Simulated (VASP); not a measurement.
Here is a VASP 6.6.1 calculation.

The input INCAR:

```
PREC     = Accurate       # precision mode
ENCUT    = 520            # plane-wave cutoff, eV
EDIFF    = 1E-6           # SCF threshold, eV
ISMEAR   = 0              # smearing method
SIGMA    = 0.1            # smearing width, eV
LREAL    = False          # projectors in reciprocal space
LASPH    = True           # aspherical terms in the spheres
NELM     = 80             # most SCF steps
ALGO     = Normal         # electronic algorithm
ISIF     = 2              # what is computed and relaxed
LWAVE    = False          # write WAVECAR
LCHARG   = False          # write CHGCAR
GGA      = PE             # functional
NBANDS   = 34             # bands
```

The input KPOINTS:

```
regular mesh
0
Gamma
  4 4 4
```

The input POSCAR:

```
In3S2
1.0
    4.9790905000      0.0000000000      0.0000000000
    0.0000000000      4.9790905000      0.0000000000
    0.0000000000      0.0000000000      5.8584657100
In S
3 2
Direct
    0.0000000000      0.0000000000      0.0000000000
    0.0000000000      0.0000000000      0.5000000000
    0.5000000000      0.5000000000      0.5000000000
    0.5000000000      0.5000000000      0.1714113000
    0.5000000000      0.5000000000      0.8285887000
```

Potentials or basis: VASP PAW PBE potentials, release 64 (In_d, S).

The run is started by

```bash
$ cat potpaw_PBE.64/In_d/POTCAR potpaw_PBE.64/S/POTCAR > POTCAR
$ mpirun -np 1 vasp_std > vasp.out
```

(1) What does it give for the pressure?

(2) Predict the largest force.

Answers

(1) 22.9 GPa.

(2) 8.655 eV/Å.

Caveat: forces of over 1 eV/Å act on the atoms, so gaps and moduli don't describe the material at rest.
